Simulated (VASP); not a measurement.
## CsCl: single point with PBE

The system is CsCl.

```xyz
2
Lattice="4.1368 0.0000 0.0000 0.0000 4.1368 0.0000 0.0000 0.0000 4.1368" Properties=species:S:1:pos:R:3 pbc="T T T"
Cs    0.0000    0.0000    0.0000
Cl    2.0684    2.0684    2.0684
```

| Property | Result |
| --- | --- |
| Program | VASP 6.6.1 |
| Task | single point |
| Functional | PBE |
| Potentials or basis | VASP PAW PBE potentials, release 64 (Cs_sv, Cl) |
| Cutoff | 500 eV |
| k mesh | 4 × 4 × 4 |
| Occupations | gaussian, width 0.01 eV |
| Spin | no spin polarisation |
| Dipole correction | no |
| Further INCAR settings | ALGO = Normal; EDIFF = 1e-06; NBANDS = 15 |

The pressure is 0.8 GPa and the band gap on the k mesh is 5.21 eV, direct.

Levels at points of the mesh, in eV from the valence-band top:
```csv
k point,band 5,band 6,band 7,band 8,band 9,band 10,band 11,band 12
"(0.00, 0.00, 0.00)",-5.89,0.00,0.00,0.00,5.21,5.40,5.40,9.99
"(0.50, 0.00, 0.00)",-5.75,-1.15,-0.23,-0.23,6.41,7.56,8.82,9.27
"(0.50, 0.50, 0.00)",-5.67,-0.42,-0.42,-0.05,5.94,6.02,7.97,7.97
"(0.50, 0.50, 0.50)",-6.41,-1.07,-1.07,-1.07,8.45,8.45,8.45,10.47
```

Run time: 17 s on 1 thread of Intel Xeon 8259CL, on a shared host, peak memory 0.16 GiB.

Caveat: spin-orbit coupling is left out, which moves the levels of the heavy elements. Expect the measured gap to be larger: semilocal functionals such as PBE lack the derivative discontinuity.
